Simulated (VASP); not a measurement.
Write the native input for VASP 6.6.1 that does the following.

* Task: single point
* Functional: PBE
* Potentials or basis: VASP PAW PBE potentials, release 64 (In_d, As)
* Cutoff: 520 eV
* k mesh: 14 × 14 × 14
* Occupations: gaussian, width 0.15 eV
* Spin: no spin polarisation
* Dipole correction: no
* Further INCAR settings: ALGO = Normal; EDIFF = 1e-06; NBANDS = 16

The structure of InAs lies in POSCAR:

```
InAs
1.0
    0.0000000000      3.2659200000      2.7820800000
    3.2659200000      0.0000000000      2.7820800000
    3.2659200000      3.2659200000      0.0000000000
In As
1 1
Direct
    0.0000000000      0.0000000000      0.0000000000
    0.7500000000      0.7500000000      0.7500000000
```

This cell differs from its parent crystal: strain +0.080 along x and y, -0.080 along z.

The input as run:

INCAR

```
PREC = Accurate ; ENCUT = 520
EDIFF = 1E-6 ; ISMEAR = 0
SIGMA = 0.15 ; LREAL = F
LASPH = T ; NELM = 100
ALGO = Normal ; ISIF = 2
LWAVE = F ; LCHARG = F
GGA = PE ; NBANDS = 16
```

KPOINTS

```
regular mesh
0
Gamma
  14 14 14
```

Potentials or basis: VASP PAW PBE potentials, release 64 (In_d, As).

Run with:

```sh
$ cat potpaw_PBE.64/In_d/POTCAR potpaw_PBE.64/As/POTCAR > POTCAR
$ mpirun -np 1 vasp_std > vasp.out
```

Results of the run:

```
Pressure               : -0.5 GPa
Band gap on the k mesh : 0.16 eV (least direct gap 0.38 eV)
```

Caveat: the cell differs from its parent crystal (strain +0.080 along x and y, -0.080 along z); spin-orbit coupling is left out, which moves the levels of the heavy elements.

Run time: 88 s on 1 thread of Intel(R) Xeon(R) 6975P-C (Granite Rapids) (shared host), peak memory 0.37 GiB.
